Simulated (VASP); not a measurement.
Write the native input for VASP 6.6.1 that does the following.

```
Task                   : single point
Functional             : PBEsol
Potentials or basis    : VASP PAW PBE potentials, release 64 (Li_sv, H)
Cutoff                 : 520 eV
k mesh                 : 7 × 7 × 7
Occupations            : fermi-dirac, width 0.1 eV
Spin                   : no spin polarisation
Dipole correction      : no
Further INCAR settings : ALGO = Normal; EDIFF = 1e-06; NBANDS = 9
```

The structure of LiH lies in POSCAR:

```
LiH
1.0
    0.0000000000      1.9900634254      1.9900634254
    1.9900634254      0.0000000000      1.9900634254
    1.9900634254      1.9900634254      0.0000000000
Li H
1 1
Direct
    0.0000000000      0.0000000000      0.0000000000
    0.5000000000      0.5000000000      0.5000000000
```

The input as run:

INCAR

```
SYSTEM = LiH
PREC = Accurate
ENCUT = 520
EDIFF = 1E-6
ISMEAR = -1
SIGMA = 0.1
LREAL = .False.
LASPH = .True.
NELM = 100
ALGO = Normal
ISIF = 2
LWAVE = .False.
LCHARG = .True.
GGA = PS
LELF = .True.
LVHAR = .True.
NBANDS = 9
```

KPOINTS

```
Automatic mesh
0
Gamma
  7 7 7
  0 0 0
```

Potentials or basis: VASP PAW PBE potentials, release 64 (Li_sv, H).

Run with:

```sh
$ cat potpaw_PBE.64/Li_sv/POTCAR potpaw_PBE.64/H/POTCAR > POTCAR
$ mpirun -np 1 vasp_std > vasp.out
```

It gave:

```yaml
Band_gap_on_the_k_mesh: 3.24 eV, direct
```

Run time: 2.6 s on 1 thread of Intel(R) Xeon(R) Platinum 8375C CPU @ 2.90GHz (Ice Lake), on a shared host, peak memory 0.12 GiB.
